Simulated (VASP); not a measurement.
A run of VASP 6.6.1:

INCAR

```
SYSTEM = CdS
ALGO = Normal
EDIFF = 1E-8
ENCUT = 470
GGA = PE
GGA_COMPAT = .False.
ISIF = 2
ISMEAR = 0
LASPH = .True.
LCHARG = .False.
LEPSILON = .True.
LREAL = .False.
LWAVE = .False.
NELM = 120
PREC = Accurate
SIGMA = 0.01
```

Contents of KPOINTS:

```
k-points
0
Gamma
  7 7 5
  0 0 0
```

Contents of POSCAR:

```
CdS
1.0
    4.2611695877      0.0000000000      0.0000000000
   -2.1305847939      3.6902811128      0.0000000000
    0.0000000000      0.0000000000      5.8041729400
Cd S
1 1
Direct
    0.0000000000      0.0000000000      0.4426919200
    0.6666666667      0.3333333333      0.4343080800
```

Potentials or basis: VASP PAW PBE potentials, release 64 (Cd_sv_GW, S).

Launch:

```console
$ cat potpaw_PBE.64/Cd_sv_GW/POTCAR potpaw_PBE.64/S/POTCAR > POTCAR
$ mpirun -np 1 vasp_std > vasp.out
```

Hardware: 1 thread of Intel(R) Xeon(R) Platinum 8375C CPU @ 2.90GHz (Ice Lake), on a shared host.

**Question.** Estimate the wall time of this run.

**Answer.** It took 16 min on 1 thread of Intel(R) Xeon(R) Platinum 8375C CPU @ 2.90GHz (Ice Lake), with other jobs on the host, peak memory 0.51 GiB. Counts: scf iterations 195, k points 32.
